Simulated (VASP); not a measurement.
Set up this calculation in VASP 6.6.1, as the native input.

```yaml
Task: single point
Functional: PBE
Potentials_or_basis: VASP PAW PBE potentials, release 64 (Cu)
Cutoff: 520 eV
k_mesh: 20 × 20 × 20
Occupations: gaussian, width 0.1 eV
Spin: no spin polarisation
Dipole_correction: no
Further_INCAR_settings: ALGO = Normal; EDIFF = 1e-06; NBANDS = 12
```

The structure of Cu lies in POSCAR:

```
Cu
1.0
    0.0000000000      1.8504689318      1.8504689318
    1.8504689318      0.0000000000      1.8504689318
    1.8504689318      1.8504689318      0.0000000000
Cu
1
Direct
    0.0000000000      0.0000000000      0.0000000000
```

These files were run (other wordings do the same):

INCAR

```
PREC = Accurate ; ENCUT = 520
EDIFF = 1E-6 ; ISMEAR = 0
SIGMA = 0.1 ; LREAL = False
LASPH = True ; NELM = 80
ALGO = Normal ; ISIF = 2
LWAVE = False ; LCHARG = False
GGA = PE ; NBANDS = 12
```

KPOINTS

```
Automatic mesh
0
Gamma
  20 20 20
```

Potentials or basis: VASP PAW PBE potentials, release 64 (Cu).

Launch:

```sh
$ cat potpaw_PBE.64/Cu/POTCAR > POTCAR
$ mpirun -np 1 vasp_std > vasp.out
```

It gave:

```
Pressure               : -6.4 GPa
Band gap on the k mesh : zero (an odd number of electrons rules out a gap without spin polarisation)
```

Caveat: the cell stands under tension.

Run time: 40 s on 1 thread of Intel Xeon 8259CL, with other jobs on the host, peak memory 0.16 GiB.
